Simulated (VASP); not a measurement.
# Fe (I4/mmm) in VASP: single point with PBEsol

Aim: the single point of Fe with PBEsol.

Program: VASP 6.6.1. These are calculated values, not measurements. Logs are shortened: lines on timing, memory, paths and dates and some standing lists are left out, and cuts for length are marked.

## Step 1: The cell of the first run

It takes space group I4/mmm (No. 139, tetragonal). Conventional cell: a = 2.763 Å, b = 2.763 Å, c = 2.993 Å, α = 90.00°, β = 90.00°, γ = 90.00°. Fe (site symmetry 4/mmm) has 14 Fe at 2.46 to 2.99 Å within 3.2 Å.

## Step 2: Single point, PBEsol, collinear spin, ferromagnetic start (strain -0.040 along x and y, +0.040 along z)

Contents of INCAR:

```
SYSTEM = Fe
  PREC = Accurate
  ENCUT = 520
  EDIFF = 1E-6
  ISMEAR = 0
  SIGMA = 0.15
  LREAL = .FALSE.
  LASPH = .TRUE.
  NELM = 150
  ALGO = Fast
  ISIF = 2
  LWAVE = .FALSE.
  LCHARG = .FALSE.
  ISPIN = 2
  MAGMOM = 2.64
  LORBIT = 11
  LMAXMIX = 4
  GGA = PS
  NBANDS = 14
```

Contents of KPOINTS:

```
regular mesh
0
G
  24 24 24
  0 0 0
```

Contents of POSCAR:

```
Fe
1.0
   -1.3814400000      1.3814400000      1.4965600000
    1.3814400000     -1.3814400000      1.4965600000
    1.3814400000      1.3814400000     -1.4965600000
Fe
1
Direct
    0.0000000000      0.0000000000      0.0000000000
```

Potentials or basis: VASP PAW PBE potentials, release 64 (Fe).

Started as:

```sh
$ cat potpaw_PBE.64/Fe/POTCAR > POTCAR
$ mpirun -np 1 vasp_std > vasp.out
```

OUTCAR:

```text
SYSTEM = Fe
   PREC = Accurate
   ENCUT = 520
   EDIFF = 1E-6
   ISMEAR = 0
   LREAL = .FALSE.
   LASPH = .TRUE.
   NELM = 150
   ISIF = 2
   ISPIN = 2
   LORBIT = 11
   GGA = PS

 ion  position               nearest neighbor table
   1  0.000  0.000  0.000-

  LATTYP: Found a body centered tetragonal cell.
 ALAT       =     2.7628800000
 C/A-ratio  =     1.0833333333

  Lattice vectors:

 A1 = (  -1.3814400000,   1.3814400000,   1.4965600000)
 A2 = (   1.3814400000,  -1.3814400000,   1.4965600000)
 A3 = (   1.3814400000,   1.3814400000,  -1.4965600000)

Analysis of symmetry for initial positions (statically):
=====================================================================
 Subroutine PRICEL returns:
 Original cell was already a primitive cell.

 Routine SETGRP: Setting up the symmetry group for a
 body centered tetragonal supercell.

 Subroutine GETGRP returns: Found 16 space group operations
 (whereof 16 operations were pure point group operations)
 out of a pool of 16 trial point group operations.

The static configuration has the point symmetry D_4h.

Analysis of symmetry for dynamics (positions and initial velocities):
=====================================================================
 Subroutine PRICEL returns:
 Original cell was already a primitive cell.

 Routine SETGRP: Setting up the symmetry group for a
 body centered tetragonal supercell.

 Subroutine GETGRP returns: Found 16 space group operations
 (whereof 16 operations were pure point group operations)
 out of a pool of 16 trial point group operations.

The dynamic configuration has the point symmetry D_4h.

Analysis of structural, dynamic, and magnetic symmetry:
=====================================================================
 Subroutine PRICEL returns:
 Original cell was already a primitive cell.

 Routine SETGRP: Setting up the symmetry group for a
 body centered tetragonal supercell.

 Subroutine GETGRP returns: Found 16 space group operations
 (whereof 16 operations were pure point group operations)
 out of a pool of 16 trial point group operations.

The overall configuration has the point symmetry D_4h.

 Subroutine INISYM returns: Found 16 space group operations
 (whereof 16 operations are pure point group operations),
 and found     1 'primitive' translations

----------------------------------------------------------------------------------------

                                     Primitive cell

  volume of cell :      11.4240

  direct lattice vectors                    reciprocal lattice vectors
    -1.381440000  1.381440000  1.496560000     0.000000000  0.361941163  0.334099535
     1.381440000 -1.381440000  1.496560000     0.361941163  0.000000000  0.334099535
     1.381440000  1.381440000 -1.496560000     0.361941163  0.361941163  0.000000000

  length of vectors
     2.460984515  2.460984515  2.460984515     0.492568680  0.492568680  0.511862101

  position of ions in fractional coordinates (direct lattice)
     0.000000000  0.000000000  0.000000000

  ion indices of the primitive-cell ions
   primitive index   ion index
                 1           1

----------------------------------------------------------------------------------------

 KPOINTS: regular mesh

Automatic generation of k-mesh.
 Grid dimensions read from file:
 generate k-points for:   24   24   24

 Generating k-lattice:

  Cartesian coordinates                     Fractional coordinates (reciprocal lattice)
     0.000000000  0.015080882  0.013920814     0.041666667  0.000000000 -0.000000000
     0.015080882  0.000000000  0.013920814     0.000000000  0.041666667 -0.000000000
     0.015080882  0.015080882  0.000000000     0.000000000  0.000000000  0.041666667

  Length of vectors
     0.020523695  0.020523695  0.021327588

  Shift w.r.t. Gamma in fractional coordinates (k-lattice)
     0.000000000  0.000000000  0.000000000

 Subroutine IBZKPT returns following result:
 ===========================================

 Found   1063 irreducible k-points:

 Following reciprocal coordinates:
            Coordinates               Weight
  0.000000  0.000000  0.000000      1.000000
  0.041667  0.000000  0.000000      8.000000
  0.083333 -0.000000  0.000000      8.000000
  0.125000  0.000000 -0.000000      8.000000
  0.166667  0.000000  0.000000      8.000000
  0.208333  0.000000  0.000000      8.000000
[... 16 lines left out ...]
  0.416667  0.041667 -0.000000     16.000000
  0.458333  0.041667  0.000000     16.000000
 [... further k-points ...]
   k-points           NKPTS =   1063   k-points in BZ     NKDIM =   1063   number of bands    NBANDS=     14
   number of dos      NEDOS =    301   number of ions     NIONS =      1
   total plane-waves  NPLWV =   5832
   dimension x,y,z NGX =    18 NGY =   18 NGZ =   18
   dimension x,y,z NGXF=    36 NGYF=   36 NGZF=   36
   ions per type =               1
   NGX,Y,Z   is equivalent  to a cutoff of  12.16, 12.16, 12.16 a.u.
   NGXF,Y,Z  is equivalent  to a cutoff of  24.32, 24.32, 24.32 a.u.
 SYSTEM =  Fe
   PREC   = accura    normal or accurate (medium, high low for compatibility)
   ISTART =      0    job   : 0-new  1-cont  2-samecut
   ICHARG =      2    charge: 1-file 2-atom 10-const
   ISPIN  =      2    spin polarized calculation?
   LNONCOLLINEAR =      F non collinear calculations
   LSORBIT =      F    spin-orbit coupling
   LASPH  =      T    aspherical Exc in radial PAW
   ENCUT  =  520.0 eV  38.22 Ry    6.18 a.u.   4.58  4.58  4.58*2*pi/ulx,y,z
   NELM   =    150;   NELMIN=  2; NELMDL= -5     # of ELM steps
   EDIFF  = 0.1E-05   stopping-criterion for ELM
   LREAL  =      F    real-space projection
   EDIFFG = 0.1E-04   stopping-criterion for IOM
   NSW    =      0    number of steps for IOM
   IBRION =     -1    ionic relax: 0-MD 1-quasi-New 2-CG
   NFREE  =      0    steps in history (QN), initial steepest desc. (CG)
   ISIF   =      2    stress and relaxation
   ISYM   =      2    0-nonsym 1-usesym 2-fastsym
   POTIM  = 0.5000    time-step for ionic-motion
   TEBEG  =    0.0;   TEEND  =   0.0 temperature during run
   PSTRESS=    0.0 pullay stress
   NELECT =       8.0000    total number of electrons
   NUPDOWN=      -1.0000    fix difference up-down
   EMIN   =  10.00;   EMAX   =-10.00  energy-range for DOS
   EFERMI =   0.00;   METHOD = LEGACY
   ISMEAR =     0;   SIGMA  =   0.15  broadening in eV -4-tet -1-fermi 0-gaus
   EFERMI_NEDOS =   21; number of points for ismear=-14 and -15
   IALGO  =     68    algorithm
   IMIX   =      4    mixing-type and parameters
     AMIX     =   0.40;   BMIX     =  1.00
     AMIX_MAG =   1.60;   BMIX_MAG =  1.00
  volume/ion in A,a.u.               =      11.42        77.09
  Fermi-wavevector in a.u.,A,eV,Ry     =   1.453780  2.747246 28.755601  2.113477
  Thomas-Fermi vector in A             =   2.571007
   LORBIT       =     11    0 simple, 1 ext, 2 COOP (PROOUT), +10 PAW based schemes
   GGA     = PS    functional components
   LHFCALC =     F    Hartree Fock is set to
   AEXX    =    0.0000 exact exchange contribution
   IVDW    =     0    specifies the selected vdW correction
   LEPSILON=     F    determine dielectric tensor
   LRPA    =     F    only Hartree local field effects (RPA)
 spin polarized calculation
 RMM-DIIS sequential band-by-band and
 Gauss-broadening in eV      SIGMA  =   0.15
  energy-cutoff  :      520.00
  volume of cell :       11.42
 maximum number of plane-waves:       337
   NGX =  9   NGY =  9   NGZ =  9

 number of electron       7.9999994 magnetization       2.2186263

 Free energy of the ion-electron system (eV)
  ---------------------------------------------------
  ext. energy  EPLUGINS =         0.00000000
  ---------------------------------------------------
  free energy    TOTEN  =        -8.88641539 eV

  energy without entropy =       -8.87467520  energy(sigma->0) =       -8.88054530

 E-fermi :   5.6257     XC(G=0): -13.2446

 val. band max:        5.6228642861   @ k =  -0.3750   0.4583   0.3333
 cond. band min:       5.6276018968   @ k =  -0.3750   0.2083   0.0833
 fundamental gap:      0.0047376107
 Fermi energy:         5.6256809084

 spin component 1

 k-point     1 :       0.0000    0.0000    0.0000
  band No.  band energies     occupation
      1      -2.8798      1.00000
      2       3.2013      1.00000
      3       3.2013      1.00000
      4       3.5817      1.00000
      5       4.3252      1.00000
      6       4.7124      1.00000
      7      29.4174      0.00000
      8      31.0072      0.00000
      9      31.0072      0.00000
     10      35.0895      0.00000
     11      36.1604      0.00000
     12      36.4348      0.00000
     13      36.9607      0.00000
     14      36.9607      0.00000
[... 375 lines left out ...]
 k-point    24 :       0.4583    0.0417    0.0000
  band No.  band energies     occupation
      1       0.7348      1.00000
      2       2.4268      1.00000
      3       4.2620      1.00000
      4       4.7240      1.00000
      5       5.4412      0.95905
      6       6.4130      0.00000
      7      12.7565      0.00000
      8      24.1672      0.00000
      9      26.1725      0.00000
     10      29.9897      0.00000
     11      33.6083      0.00000
     12      37.8611      0.00000
     13      42.6718      0.00000
     14      45.5088      0.00000

 [... further k-points ...]

 spin component 2

 k-point     1 :       0.0000    0.0000    0.0000
  band No.  band energies     occupation
      1      -2.6158      1.00000
      2       5.1098      1.00000
      3       5.1098      1.00000
      4       5.6633      0.36149
      5       6.8728      0.00000
      6       7.4568      0.00000
      7      29.3037      0.00000
      8      30.9592      0.00000
      9      30.9592      0.00000
     10      35.5229      0.00000
     11      36.3116      0.00000
     12      37.4337      0.00000
     13      37.6933      0.00000
     14      37.6933      0.00000
[... 375 lines left out ...]
 k-point    24 :       0.4583    0.0417    0.0000
  band No.  band energies     occupation
      1       2.0160      1.00000
      2       4.2428      1.00000
      3       5.8631      0.01260
      4       6.7724      0.00000
      5       7.5590      0.00000
      6       8.3260      0.00000
      7      14.1523      0.00000
      8      24.3475      0.00000
      9      26.7808      0.00000
     10      30.5669      0.00000
     11      34.3477      0.00000
     12      38.0799      0.00000
     13      43.0304      0.00000
     14      46.3023      0.00000

 [... further k-points ...]
[... 5 lines left out ...]
  --------------------------------------------------------------------------------------
  -------------------------------------------------------------------------------------
  Total       -0.5138442     -0.5138442     -1.0812355      0.0000000      0.0000000      0.0000000
  in kB      -72.0649163    -72.0649163   -151.6396177      0.0000000      0.0000000      0.0000000
  external PRESSURE =     -98.5898168 kB  Pullay stress =       0.0000000 kB

 VOLUME and BASIS-vectors are now :
 -----------------------------------------------------------------------------
  energy-cutoff  :      520.00
  volume of cell :       11.42
      direct lattice vectors                 reciprocal lattice vectors
    -1.381440000  1.381440000  1.496560000     0.000000000  0.361941163  0.334099535
     1.381440000 -1.381440000  1.496560000     0.361941163  0.000000000  0.334099535
     1.381440000  1.381440000 -1.496560000     0.361941163  0.361941163  0.000000000

 POSITION                                       TOTAL-FORCE (eV/Angst)
 -----------------------------------------------------------------------------------
      0.00000      0.00000      0.00000         0.000000      0.000000     -0.000000
 -----------------------------------------------------------------------------------
    total drift:                                0.000000     -0.000000      0.000000

  FREE ENERGIE OF THE ION-ELECTRON SYSTEM (eV)
  ---------------------------------------------------
  free  energy   TOTEN  =        -8.8864153867 eV

  energy  without entropy=       -8.8746752041  energy(sigma->0) =       -8.88054530

 total charge

# of ion       s       p       d       tot
------------------------------------------
    1        0.488   0.540   6.233   7.261

 magnetization (x)

# of ion       s       p       d       tot
------------------------------------------
    1       -0.014  -0.049   2.270   2.208
```

Wall time 2.7 min (1 thread of AMD EPYC 9R45 (Zen 5), shared host); peak memory 0.32 GiB.

What came out:

```
Free energy                                           : -8.8864 eV
Pressure                                              : -9.9 GPa
Net moment                                            : 2.22 μB per cell
Site moments                                          : Fe +2.21 μB
Valence electrons inside the program's atomic spheres : Fe 7.26
```

Caveat: the cell differs from its parent crystal (strain -0.040 along x and y, +0.040 along z); the stress differs along the axes, from -15 to -7 GPa; the PAW data sets were made with another functional, which shifts forces and pressure a little.
